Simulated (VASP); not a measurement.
Here is a VASP 6.6.1 calculation.

The input INCAR:

```
SYSTEM = In
  PREC = Accurate
  ENCUT = 520
  EDIFF = 1E-7
  ISMEAR = -1
  SIGMA = 0.05
  LREAL = .False.
  LASPH = .True.
  NELM = 80
  ALGO = Normal
  ISIF = 2
  LWAVE = .False.
  LCHARG = .False.
  GGA = PS
  NBANDS = 20
```

Contents of KPOINTS:

```
Automatic mesh
0
Gamma
  5 5 3
  0 0 0
```

POSCAR

```
In
1.0
    3.3354847820      0.0000000000      0.0000000000
   -1.6677423910      2.8886145552      0.0000000000
    0.0000000000      0.0000000000      5.5091429200
In
2
Direct
    0.6666666667      0.3333333333      0.7500000000
    0.3333333333      0.6666666667      0.2500000000
```

Potentials or basis: VASP PAW PBE potentials, release 64 (In_d).

The run is started by

```console
$ cat potpaw_PBE.64/In_d/POTCAR > POTCAR
$ mpirun -np 1 vasp_std > vasp.out
```

**Question.** Estimate the pressure.

**Answer.** -1.7 GPa.

**Question.** What does it give for the band gap on the k mesh?

**Answer.** Zero (bands 13 and 14 overlap by 2.14 eV).

Stress tensor (GPa, compression positive):
```
-1.91  0.00  0.00
 0.00 -1.91  0.00
 0.00  0.00 -1.18
```

Caveat: the k points lie up to 0.44 Å⁻¹ apart, too coarse for converged energies and pressures of a metal; the PAW data sets were made with another functional, which shifts forces and pressure a little; spin-orbit coupling is left out, which moves the levels of the heavy elements.
